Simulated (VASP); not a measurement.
# TiB2 (P6/mmm) in VASP: further runs, part 3 of 3

VASP 6.6.1. Earlier steps stand in the parts before.

## (6) Electric field gradients, PBE (volume scaled by 1.06)

The input, INCAR:

```
PREC = Accurate
ENCUT = 520
EDIFF = 1E-8
ISMEAR = -1
SIGMA = 0.08
LREAL = False
LASPH = True
NELM = 80
ALGO = Normal
ISIF = 2
LWAVE = False
LCHARG = False
GGA = PE
LEFG = True
NBANDS = 16
```

The input, KPOINTS:

```
Automatic mesh
0
Gamma
  15 15 13
```

The input, POSCAR:

```
TiB2
1.0
    3.0886093280      0.0000000000      0.0000000000
   -1.5443046640      2.6748141404      0.0000000000
    0.0000000000      0.0000000000      3.2917180359
Ti B
1 2
Direct
    0.0000000000      0.0000000000      0.0000000000
    0.3333333333      0.6666666667      0.5000000000
    0.6666666667      0.3333333333      0.5000000000
```

Potentials or basis: VASP PAW PBE potentials, release 64 (Ti_sv, B).

Started as:

```console
cat potpaw_PBE.64/Ti_sv/POTCAR potpaw_PBE.64/B/POTCAR > POTCAR
mpirun -np 1 vasp_std > vasp.out
```

OUTCAR:

```text
PREC = Accurate
   ENCUT = 520
   EDIFF = 1E-8
   ISMEAR = -1
   LREAL = False
   LASPH = True
   NELM = 80
   ISIF = 2
   GGA = PE

 ion  position               nearest neighbor table
   1  0.000  0.000  0.000-   2 2.43   3 2.43   2 2.43   3 2.43   2 2.43   2 2.43   3 2.43   3 2.43
                             3 2.43   3 2.43   2 2.43   2 2.43
   2  0.333  0.667  0.500-   3 1.78   3 1.78   3 1.78   1 2.43   1 2.43   1 2.43   1 2.43   1 2.43
                             1 2.43
   3  0.667  0.333  0.500-   2 1.78   2 1.78   2 1.78   1 2.43   1 2.43   1 2.43   1 2.43   1 2.43
                             1 2.43

  LATTYP: Found a hexagonal cell.
 ALAT       =     3.0886093280
 C/A-ratio  =     1.0657605693

  Lattice vectors:

 A1 = (   3.0886093280,   0.0000000000,   0.0000000000)
 A2 = (  -1.5443046640,   2.6748141404,   0.0000000000)
 A3 = (   0.0000000000,   0.0000000000,   3.2917180359)

Analysis of symmetry for initial positions (statically):
=====================================================================
 Subroutine PRICEL returns:
 Original cell was already a primitive cell.

 Routine SETGRP: Setting up the symmetry group for a
 hexagonal supercell.

 Subroutine GETGRP returns: Found 24 space group operations
 (whereof 24 operations were pure point group operations)
 out of a pool of 24 trial point group operations.

The static configuration has the point symmetry D_6h.

Analysis of symmetry for dynamics (positions and initial velocities):
=====================================================================
 Subroutine PRICEL returns:
 Original cell was already a primitive cell.

[... 617 lines left out ...]
     15      17.7233      0.00000
     16      18.6338      0.00000

 [... further k-points ...]

------------------------ aborting loop because EDIFF is reached ----------------------------------------

  FORCE on cell =-STRESS in cart. coord.  units (eV):
  Direction    XX          YY          ZZ          XY          YZ          ZX
  --------------------------------------------------------------------------------------
  -------------------------------------------------------------------------------------
  Total       -2.3112993     -2.3112993     -1.9606734      0.0000000     -0.0000000     -0.0000000
  in kB     -136.1719205   -136.1719205   -115.5145319      0.0000000     -0.0000000     -0.0000000
  external PRESSURE =    -129.2861243 kB  Pullay stress =       0.0000000 kB

 VOLUME and BASIS-vectors are now :
 -----------------------------------------------------------------------------
  energy-cutoff  :      520.00
  volume of cell :       27.19
      direct lattice vectors                 reciprocal lattice vectors
     3.088609328  0.000000000  0.000000000     0.323770310  0.186928876  0.000000000
    -1.544304664  2.674814140  0.000000000     0.000000000  0.373857751  0.000000000
     0.000000000  0.000000000  3.291718036     0.000000000  0.000000000  0.303792727

 POSITION                                       TOTAL-FORCE (eV/Angst)
 -----------------------------------------------------------------------------------
      0.00000      0.00000      0.00000        -0.000000      0.000000     -0.000000
     -0.00000      1.78321      1.64586        -0.000000     -0.000000     -0.000000
      1.54430      0.89160      1.64586         0.000000      0.000000      0.000000
 -----------------------------------------------------------------------------------
    total drift:                               -0.000000      0.000000      0.000000

  FREE ENERGIE OF THE ION-ELECTRON SYSTEM (eV)
  ---------------------------------------------------
  free  energy   TOTEN  =       -24.3707561740 eV

  energy  without entropy=      -24.3619565028  energy(sigma->0) =      -24.36635634

 Electric field gradients (V/A^2)
---------------------------------------------------------------------
 ion       V_xx      V_yy      V_zz      V_xy      V_xz      V_yz
---------------------------------------------------------------------
   1      -8.670    -8.671    17.341    -0.001    -0.000     0.000
   2      -2.304    -2.305     4.609    -0.000     0.000    -0.000
   3      -2.304    -2.305     4.609    -0.000     0.000     0.000
---------------------------------------------------------------------

 Electric field gradients after diagonalization (V/A^2)
 (convention: |V_zz| > |V_xx| > |V_yy|)
----------------------------------------------------------------------
 ion       V_xx      V_yy      V_zz     asymmetry (V_yy - V_xx)/ V_zz
----------------------------------------------------------------------
   1      -8.671    -8.669    17.341       0.000
   2      -2.305    -2.304     4.609       0.000
   3      -2.305    -2.304     4.609       0.000
----------------------------------------------------------------------

           NMR quadrupolar parameters

 Cq : quadrupolar parameter    Cq=e*Q*V_zz/h
 eta: asymmetry parameters     (V_yy - V_xx)/ V_zz
 Q  : nuclear electric quadrupole moment in mb (millibarn)
----------------------------------------------------------------------
 ion       Cq(MHz)       eta       Q (mb)
----------------------------------------------------------------------
   1       0.042       0.000       1.000
   2       0.011       0.000       1.000
   3       0.011       0.000       1.000
----------------------------------------------------------------------
```

stdout:

```text
POSCAR found type information on POSCAR TiB
 POSCAR found :  2 types and       3 ions
 scaLAPACK will be used
 LDA part: xc-table for (Slater+PW92), standard interpolation
 POSCAR, INCAR and KPOINTS ok, starting setup
 FFT: planning ... GRIDC
 FFT: planning ... GRID_SOFT
 FFT: planning ... GRID
 WAVECAR not read
 entering main loop
ion   1

ion   2

ion   3
```

Wall time 58 s (1 thread of Intel Xeon 6975P-C (Granite Rapids), shared host); peak memory 0.2 GiB.

What came out:

```yaml
Free_energy: -24.3708 eV
Pressure: -12.9 GPa
Band_gap_on_the_k_mesh: zero (band 9 reaches 9.64 eV, above the bottom of band 10 at 9.22 eV)
```

Stress tensor (GPa, compression positive):
```
-13.62   0.00   0.00
  0.00 -13.62   0.00
  0.00   0.00 -11.55
```

Electric field gradients, principal values (V/Å²):
| atom | least | middle | greatest (by size) |
| --- | --- | --- | --- |
| 1 Ti | -8.669 | -8.671 | 17.341 |
| 2 B | -2.304 | -2.305 | 4.609 |
| 3 B | -2.304 | -2.305 | 4.609 |

Caveat: without QUAD_EFG the Cq values of the log hold for a quadrupole moment of 1 mb, not for the nuclei.

## (7) Summary

```tsv
cell	gap on the mesh (eV)	pressure (GPa)
a = 2.988, b = 2.988, c = 3.185 Å, angles 90.0, 90.0, 120.0°, 3 atoms	none	11.7
a = 3.019, b = 3.019, c = 3.218 Å, angles 90.0, 90.0, 120.0°, 3 atoms	none	3.0
a = 3.049, b = 3.049, c = 3.250 Å, angles 90.0, 90.0, 120.0°, 3 atoms	none	-4.5
a = 3.089, b = 3.089, c = 3.292 Å, angles 90.0, 90.0, 120.0°, 3 atoms	none	-12.9
```

Alike in all rows: task electric field gradients; level PBE; potentials or basis VASP PAW PBE potentials, release 64 (Ti_sv, B); no spin polarisation; k mesh 15 × 15 × 13; cutoff (eV) 520; smearing fermi-dirac 0.08 eV.

Absolute energies hang on the potentials; compare differences alone.
